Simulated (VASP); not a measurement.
# HfB in VASP: notebook, part 2 of 2

VASP 6.6.1. Earlier steps stand in the parts before.

### Step 4. Single point, PBEsol (one atom moved)

INCAR

```
ALGO = Normal ; EDIFF = 1E-6
ENCUT = 520 ; GGA = PS
ISIF = 2 ; ISMEAR = 0
LASPH = True ; LCHARG = False
LREAL = False ; LWAVE = False
NBANDS = 14 ; NELM = 60
PREC = Accurate ; SIGMA = 0.1
```

KPOINTS

```
k-points
0
Gamma
  14 14 14
```

POSCAR

```
HfB
1.0
    0.0000000000      2.3100000000      2.3100000000
    2.3100000000      0.0000000000      2.3100000000
    2.3100000000      2.3100000000      0.0000000000
Hf B
1 1
Direct
    0.5000000000      0.5000000000      0.5000000000
   -0.0194805195      0.0194805195      0.0194805195
```

Potentials or basis: VASP PAW PBE potentials, release 64 (Hf_pv, B).

On the command line:

```
> cat potpaw_PBE.64/Hf_pv/POTCAR potpaw_PBE.64/B/POTCAR > POTCAR
> mpirun -np 1 vasp_std > vasp.out
```

OUTCAR:

```text
EDIFF = 1E-6
   ENCUT = 520
   GGA = PS
   ISIF = 2
   ISMEAR = 0
   LASPH = True
   LREAL = False
   NELM = 60
   PREC = Accurate

 ion  position               nearest neighbor table
   1  0.500  0.500  0.500-   2 2.22   2 2.31   2 2.31   2 2.31   2 2.31   2 2.40
   2  0.981  0.019  0.019-   1 2.22   1 2.31   1 2.31   1 2.31   1 2.31   1 2.40

  LATTYP: Found a face centered cubic cell.
 ALAT       =     4.6200000000

  Lattice vectors:

 A1 = (   0.0000000000,   2.3100000000,   2.3100000000)
 A2 = (   2.3100000000,   0.0000000000,   2.3100000000)
 A3 = (   2.3100000000,   2.3100000000,   0.0000000000)

Analysis of symmetry for initial positions (statically):
=====================================================================
 Subroutine PRICEL returns:
 Original cell was already a primitive cell.

 Routine SETGRP: Setting up the symmetry group for a
 face centered cubic supercell.

 Subroutine GETGRP returns: Found  8 space group operations
 (whereof  8 operations were pure point group operations)
 out of a pool of 48 trial point group operations.

The static configuration has the point symmetry C_4v.

Analysis of symmetry for dynamics (positions and initial velocities):
=====================================================================
 Subroutine PRICEL returns:
 Original cell was already a primitive cell.

 Routine SETGRP: Setting up the symmetry group for a
 face centered cubic supercell.

 Subroutine GETGRP returns: Found  8 space group operations
 (whereof  8 operations were pure point group operations)
 out of a pool of 48 trial point group operations.

The dynamic configuration has the point symmetry C_4v.

 Subroutine INISYM returns: Found  8 space group operations
 (whereof  8 operations are pure point group operations),
 and found     1 'primitive' translations

----------------------------------------------------------------------------------------

                                     Primitive cell

  volume of cell :      24.6528

  direct lattice vectors                    reciprocal lattice vectors
     0.000000000  2.310000000  2.310000000    -0.216450216  0.216450216  0.216450216
     2.310000000  0.000000000  2.310000000     0.216450216 -0.216450216  0.216450216
     2.310000000  2.310000000  0.000000000     0.216450216  0.216450216 -0.216450216

  length of vectors
     3.266833329  3.266833329  3.266833329     0.374902772  0.374902772  0.374902772

  position of ions in fractional coordinates (direct lattice)
     0.500000000  0.500000000  0.500000000
     0.980519480  0.019480520  0.019480520

  ion indices of the primitive-cell ions
   primitive index   ion index
                 1           1
                 2           2

----------------------------------------------------------------------------------------

 KPOINTS: k-points

Automatic generation of k-mesh.
 Grid dimensions read from file:
 generate k-points for:   14   14   14

 Generating k-lattice:

  Cartesian coordinates                     Fractional coordinates (reciprocal lattice)
    -0.015460730  0.015460730  0.015460730     0.071428571  0.000000000  0.000000000
     0.015460730 -0.015460730  0.015460730     0.000000000  0.071428571  0.000000000
     0.015460730  0.015460730 -0.015460730     0.000000000  0.000000000  0.071428571

  Length of vectors
     0.026778769  0.026778769  0.026778769

[... 37 lines left out ...]
   total plane-waves  NPLWV =  13824
   dimension x,y,z NGX =    24 NGY =   24 NGZ =   24
   dimension x,y,z NGXF=    48 NGYF=   48 NGZF=   48
   ions per type =               1   1
   NGX,Y,Z   is equivalent  to a cutoff of  12.21, 12.21, 12.21 a.u.
   NGXF,Y,Z  is equivalent  to a cutoff of  24.43, 24.43, 24.43 a.u.
 SYSTEM =  unknown system
   PREC   = accura    normal or accurate (medium, high low for compatibility)
   ISTART =      0    job   : 0-new  1-cont  2-samecut
   ICHARG =      2    charge: 1-file 2-atom 10-const
   ISPIN  =      1    spin polarized calculation?
   LNONCOLLINEAR =      F non collinear calculations
   LSORBIT =      F    spin-orbit coupling
   LASPH  =      T    aspherical Exc in radial PAW
   ENCUT  =  520.0 eV  38.22 Ry    6.18 a.u.   6.07  6.07  6.07*2*pi/ulx,y,z
   NELM   =     60;   NELMIN=  2; NELMDL= -5     # of ELM steps
   EDIFF  = 0.1E-05   stopping-criterion for ELM
   LREAL  =      F    real-space projection
   EDIFFG = 0.1E-04   stopping-criterion for IOM
   NSW    =      0    number of steps for IOM
   IBRION =     -1    ionic relax: 0-MD 1-quasi-New 2-CG
   NFREE  =      0    steps in history (QN), initial steepest desc. (CG)
   ISIF   =      2    stress and relaxation
   ISYM   =      2    0-nonsym 1-usesym 2-fastsym
   POTIM  = 0.5000    time-step for ionic-motion
   TEBEG  =    0.0;   TEEND  =   0.0 temperature during run
   PSTRESS=    0.0 pullay stress
   NELECT =      13.0000    total number of electrons
   NUPDOWN=      -1.0000    fix difference up-down
   EMIN   =  10.00;   EMAX   =-10.00  energy-range for DOS
   EFERMI =   0.00;   METHOD = LEGACY
   ISMEAR =     0;   SIGMA  =   0.10  broadening in eV -4-tet -1-fermi 0-gaus
   EFERMI_NEDOS =   21; number of points for ismear=-14 and -15
   IALGO  =     38    algorithm
   IMIX   =      4    mixing-type and parameters
     AMIX     =   0.40;   BMIX     =  1.00
     AMIX_MAG =   1.60;   BMIX_MAG =  1.00
  volume/ion in A,a.u.               =      12.33        83.18
  Fermi-wavevector in a.u.,A,eV,Ry     =   1.322617  2.499383 23.800871  1.749315
  Thomas-Fermi vector in A             =   2.452285
   LORBIT       =      0    0 simple, 1 ext, 2 COOP (PROOUT), +10 PAW based schemes
   GGA     = PS    functional components
   LHFCALC =     F    Hartree Fock is set to
   AEXX    =    0.0000 exact exchange contribution
   IVDW    =     0    specifies the selected vdW correction
   LEPSILON=     F    determine dielectric tensor
   LRPA    =     F    only Hartree local field effects (RPA)
 non-spin polarized calculation
 Gauss-broadening in eV      SIGMA  =   0.10
  energy-cutoff  :      520.00
  volume of cell :       24.65
 maximum number of plane-waves:       675
   NGX = 13   NGY = 13   NGZ = 13

 number of electron      13.0000002 magnetization

 Free energy of the ion-electron system (eV)
  ---------------------------------------------------
  ext. energy  EPLUGINS =         0.00000000
  ---------------------------------------------------
  free energy    TOTEN  =       -18.16174265 eV

  energy without entropy =      -18.15652094  energy(sigma->0) =      -18.15913179

 E-fermi :   4.9957     XC(G=0): -12.4006

 val. band max:        4.9778020390   @ k =   0.2143   0.0714   0.2857
 cond. band min:       4.9994358922   @ k =  -0.3571   0.3571   0.0000
 fundamental gap:      0.0216338533
 Fermi energy:         4.9957161626

 k-point     1 :       0.0000    0.0000    0.0000
  band No.  band energies     occupation
      1     -23.2639      2.00000
      2     -23.2518      2.00000
      3     -23.2518      2.00000
      4      -4.5618      2.00000
      5       6.9931      0.00000
      6       6.9931      0.00000
      7       7.1560      0.00000
      8       8.3489      0.00000
      9       9.1716      0.00000
     10       9.1716      0.00000
     11       9.1999      0.00000
     12       9.8937      0.00000
     13      16.6331      0.00000
     14      18.0071      0.00000
[... 377 lines left out ...]
      1     -23.9673      2.00000
      2     -23.3694      2.00000
      3     -23.3314      2.00000
      4      -0.2528      2.00000
      5       1.2055      2.00000
      6       3.7103      2.00000
      7       3.7708      2.00000
      8      11.0916      0.00000
      9      11.1900      0.00000
     10      12.1780      0.00000
     11      14.3836      0.00000
     12      17.8436      0.00000
     13      18.9587      0.00000
     14      20.1774      0.00000

 [... further k-points ...]

------------------------ aborting loop because EDIFF is reached ----------------------------------------

  FORCE on cell =-STRESS in cart. coord.  units (eV):
  Direction    XX          YY          ZZ          XY          YZ          ZX
  --------------------------------------------------------------------------------------
  -------------------------------------------------------------------------------------
  Total        4.1331611      3.7175686      3.7175686      0.0000000      0.0000000      0.0000000
  in kB      268.6129722    241.6037336    241.6037336      0.0000000      0.0000000      0.0000000
  external PRESSURE =     250.6068131 kB  Pullay stress =       0.0000000 kB

 VOLUME and BASIS-vectors are now :
 -----------------------------------------------------------------------------
  energy-cutoff  :      520.00
  volume of cell :       24.65
      direct lattice vectors                 reciprocal lattice vectors
     0.000000000  2.310000000  2.310000000    -0.216450216  0.216450216  0.216450216
     2.310000000  0.000000000  2.310000000     0.216450216 -0.216450216  0.216450216
     2.310000000  2.310000000  0.000000000     0.216450216  0.216450216 -0.216450216

 POSITION                                       TOTAL-FORCE (eV/Angst)
 -----------------------------------------------------------------------------------
      2.31000      2.31000      2.31000         1.038798      0.000000      0.000000
      0.09000      2.31000      2.31000        -1.038798      0.000000      0.000000
 -----------------------------------------------------------------------------------
    total drift:                                0.000071     -0.000000     -0.000000

  FREE ENERGIE OF THE ION-ELECTRON SYSTEM (eV)
  ---------------------------------------------------
  free  energy   TOTEN  =       -18.1617426518 eV

  energy  without entropy=      -18.1565209373  energy(sigma->0) =      -18.15913179
```

OSZICAR:

```text
N       E                     dE             d eps       ncg     rms          rms(c)
DAV:   1     0.210310247960E+02    0.21031E+02   -0.69148E+03  6864   0.866E+02
DAV:   2    -0.187265073924E+02   -0.39758E+02   -0.37826E+02  8604   0.193E+02
DAV:   3    -0.196852622396E+02   -0.95875E+00   -0.95375E+00  8578   0.208E+01
DAV:   4    -0.196883931377E+02   -0.31309E-02   -0.31307E-02  7940   0.148E+00
DAV:   5    -0.196884087560E+02   -0.15618E-04   -0.15619E-04  8740   0.939E-02    0.671E+01
DAV:   6    -0.182354598458E+02    0.14529E+01   -0.23022E+00  8368   0.935E+00    0.421E+01
DAV:   7    -0.181964274479E+02    0.39032E-01   -0.79658E-01  9178   0.554E+00    0.873E+00
DAV:   8    -0.181615672120E+02    0.34860E-01   -0.10598E-01  7468   0.199E+00    0.101E+00
DAV:   9    -0.181617729813E+02   -0.20577E-03   -0.57067E-03  8956   0.535E-01    0.124E-01
DAV:  10    -0.181617447733E+02    0.28208E-04   -0.17284E-04  7444   0.869E-02    0.497E-02
DAV:  11    -0.181617427037E+02    0.20696E-05   -0.14599E-05  8506   0.256E-02    0.951E-03
DAV:  12    -0.181617426518E+02    0.51916E-07   -0.37541E-07  6326   0.534E-03
   1 F= -.18161743E+02 E0= -.18159132E+02  d E =-.522171E-02
```

It took 36 s on 1 thread of Intel Xeon Platinum 8488C (Sapphire Rapids), shared host; peak memory 0.21 GiB.

Results:

```
Free energy            : -18.1617 eV
Pressure               : 25.1 GPa
Largest force          : 1.039 eV/Å
Band gap on the k mesh : zero (an odd number of electrons rules out a gap without spin polarisation)
```

Forces on the atoms (eV/Å):
```
Hf   1.039  0.000  0.000
B   -1.039  0.000  0.000
```

Stress tensor (GPa, compression positive):
```
26.86  0.00  0.00
 0.00 24.16  0.00
 0.00  0.00 24.16
```

Levels at points of the mesh, in eV from the Fermi level:
```csv
k point,band 3,band 4,band 5,band 6,band 7,band 8,band 9,band 10,band 11,band 12
"(0.00, 0.00, 0.00)",-28.25,-9.56,2.00,2.00,2.16,3.35,4.18,4.18,4.20,4.90
"(0.50, 0.00, 0.00)",-28.33,-5.06,-3.98,-1.37,-1.36,6.48,6.51,7.56,8.42,13.57
"(0.50, 0.50, 0.00)",-28.51,-6.69,-1.24,-0.89,2.37,2.51,6.28,7.87,7.88,9.36
"(0.00, 0.50, 0.50)",-28.51,-6.69,-1.15,-0.87,2.40,2.40,6.25,7.87,7.87,9.25
```

Caveat: the cell differs from its parent crystal (one atom moved); the cell stands under pressure; the PAW data sets were made with another functional, which shifts forces and pressure a little; spin-orbit coupling is left out, which moves the levels of the heavy elements.

### Step 5. Overview

```tsv
level	potentials or basis	cell	k mesh	gap on the mesh (eV)	pressure (GPa)	largest force (eV/Å)
LDA	VASP PAW LDA potentials, release 64 (Hf_pv, B)	a = 3.383 Å, angles 60.0°, 2 atoms, strained	16 × 16 × 16	none	-3.2	-
PBEsol	VASP PAW PBE potentials, release 64 (Hf_pv, B)	a = 3.175, b = 3.175, c = 3.126 Å, angles 60.5, 60.5, 59.0°, 2 atoms, strained and its atoms moved	14 × 14 × 14	none	58.8	1.43
PBEsol	VASP PAW PBE potentials, release 64 (Hf_pv, B)	a = 3.267 Å, angles 60.0°, 2 atoms, one atom moved	14 × 14 × 14	none	25.1	1.04
```

Alike in all rows: task single point; no spin polarisation; cutoff (eV) 520; smearing gaussian 0.1 eV.

Caveats: spin-orbit coupling is left out, which moves the levels of the heavy elements; the cell stands under pressure (at least some runs); the PAW data sets were made with another functional, which shifts forces and pressure a little (at least some runs); the cell stands under tension (at least some runs).

Absolute energies hang on the potentials; compare differences alone.
